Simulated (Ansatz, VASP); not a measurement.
**BaS in VASP and in Ansatz**

```
CELL_PARAMETERS angstrom
5.46258 0.00000 0.00000
-2.73129 4.73074 0.00000
0.00000 0.00000 6.47907
ATOMIC_POSITIONS crystal
Ba 0.33333 0.66667 0.93750
Ba 0.66667 0.33333 0.43750
S 0.33333 0.66667 0.43750
S 0.66667 0.33333 0.93750
```

Change from the starting cell: hydrostatic strain +1.5%.

Alike in both runs: task single point; functional PBE; k mesh 6 × 6 × 4; occupations fermi-dirac, width 0.02 eV; no spin polarisation.

```csv
,VASP,Ansatz
version,VASP 6.6.1,Ansatz 0.2.0
potentials or method,"VASP PAW PBE potentials, release 64 (Ba_sv, S)","plane waves, PAW"
plane-wave cutoff (eV),520,420
valence electrons in the cell,32,32
```

Ansatz gave:

| Property | Result |
| --- | --- |
| gap on the k mesh at the Fermi level (eV) | 2.60 |
| pressure (GPa) | -1.3 |
| traceless stress, the component that is largest in VASP (GPa) | -0.16 |

Q: What did VASP give for the same quantities?

A: gap on the k mesh at the Fermi level (eV): 2.52; pressure (GPa): -0.9; traceless stress, the component that is largest in VASP (GPa): -0.10.

Spin-orbit coupling is off throughout.
